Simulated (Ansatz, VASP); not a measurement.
**Two plane-wave programs on CoSn3**

POSCAR

```
CoSn3
1.0
    0.0000000000      3.6010275214      3.6010275214
    3.6010275214      0.0000000000      3.6010275214
    3.6010275214      3.6010275214      0.0000000000
Sn Co
3 1
Direct
    0.2500000000      0.2500000000      0.2500000000
    0.7500000000      0.7500000000      0.7500000000
    0.5000000000      0.5000000000      0.5000000000
    0.0000000000      0.0000000000      0.0000000000
```

Contents of INCAR.step1:

```
SYSTEM = CoSn3
  PREC = Accurate
  ENCUT = 520
  ISMEAR = 0
  SIGMA = 0.1
  LREAL = .False.
  LASPH = .True.
  NELM = 150
  ISPIN = 2
  MAGMOM = 0 0 0 3.5
  LMAXMIX = 4
  NBANDS = 38
  GGA = PE
  ALGO = Normal
  EDIFF = 1E-4
  LWAVE = .True.
  LCHARG = .False.
```

File INCAR.step2:

```
SYSTEM = CoSn3
  PREC = Accurate
  ENCUT = 520
  EDIFF = 1E-7
  ISMEAR = 0
  SIGMA = 0.1
  LREAL = .False.
  LASPH = .True.
  NELM = 150
  ALGO = Normal
  ISIF = 2
  LWAVE = .False.
  LCHARG = .True.
  ISPIN = 2
  MAGMOM = 0 0 0 3.5
  LORBIT = 11
  LMAXMIX = 4
  METAGGA = R2SCAN
  LMIXTAU = .True.
  LELF = .True.
  LVHAR = .True.
  NBANDS = 38
  ISTART = 1
```

Contents of KPOINTS:

```
regular mesh
0
Gamma
  10 10 10
  0 0 0
```

Input for Ansatz:

```yaml
crystal:
  lattice:
    - [0.0, 3.6010275214, 3.6010275214]
    - [3.6010275214, 0.0, 3.6010275214]
    - [3.6010275214, 3.6010275214, 0.0]
  atoms:
    - { symbol: Sn, position: [0.25, 0.25, 0.25] }
    - { symbol: Sn, position: [0.75, 0.75, 0.75] }
    - { symbol: Sn, position: [0.5, 0.5, 0.5] }
    - { symbol: Co, position: [0.0, 0.0, 0.0], spin: 3.5 }
basis:
  ecutwfc: 500
kpoints:
  mp_grid: { grid: [10, 10, 10] }
hamiltonian:
  xc: r2scan
scf:
  occupations: { method: gaussian, width: 0.1 }
  lower_state_search: "off"
output:
  forces: true
  stress: true
  eigenvalues: true
  populations: true
  write_density: true
  write_potential: true
  elf: true
  volumetric_format: npy
magnetization:
  spin_polarized: true
```

Alike in both runs: task single point; functional r2SCAN; k mesh 10 × 10 × 10; occupations gaussian, width 0.1 eV; collinear spin.

|  | VASP | Ansatz |
| --- | --- | --- |
| version | VASP 6.6.1 | Ansatz 0.2.0 |
| potentials or method | VASP PAW PBE potentials, release 64 (Sn_d, Co), cutoff 520 eV | scalar-relativistic, plane waves, PAW |
| valence electrons in the cell | 51 | 59 |

|  | VASP | Ansatz | Ansatz less VASP |
| --- | --- | --- | --- |
| gap on the k mesh at the Fermi level (eV) | none | none | - |
| pressure (GPa) | -1.7 | 0.0 | +1.66 |
| net moment per atom (μB) | 0.41 | 0.51 | +0.103 |
| size of the moment on the site where the two differ most (μB) | 1.99 | 2.08 | +0.093 |

The net moments are unlike, so the other rows may belong to different states. VASP's potentials were made for PBE, not for r2SCAN. Site moments also hang on the region over which each program counts them. A gap of «none» marks a metal or a gap that the smearing closes. VASP's potentials hold 51 valence electrons a cell and Ansatz's 59, so a difference there can come from the potentials and not from the codes. Ansatz's warnings: stability check not made.
